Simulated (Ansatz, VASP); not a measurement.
## Two plane-wave programs on Os

```
Os
1.0
     2.72018    0.00000    0.00000
    -1.36009    2.35575    0.00000
     0.00000    0.00000    6.59547
Os
3
Direct
  0.33333 0.00000 0.33333
  0.00000 0.33333 0.66667
  0.66667 0.66667 0.00000
```

Alike in both runs: functional r2SCAN; k mesh 6 × 6 × 4; occupations gaussian, width 0.1 eV; no spin polarisation.

Ansatz relaxed the structure, and its values are those at the end. VASP's run is a single point on that final structure, the one shown.

```csv
,VASP,Ansatz
version,VASP 6.6.1,Ansatz 0.2.0
potentials or method,"VASP PAW PBE potentials, release 64 (Os), cutoff 520 eV","scalar-relativistic, plane waves, PAW"
valence electrons in the cell,24,48
```

|  | VASP | Ansatz | Ansatz less VASP |
| --- | --- | --- | --- |
| gap on the k mesh at the Fermi level (eV) | none | none | - |
| pressure (GPa) | 1.0 | 0.0 | -0.97 |

VASP's potentials were made for PBE, not for r2SCAN. A gap of «none» marks a metal or a gap that the smearing closes. VASP's potentials hold 24 valence electrons a cell and Ansatz's 48, so a difference there can come from the potentials and not from the codes.

The k mesh is coarse, so the values compare programs but aren't converged. Spin-orbit coupling is off throughout.
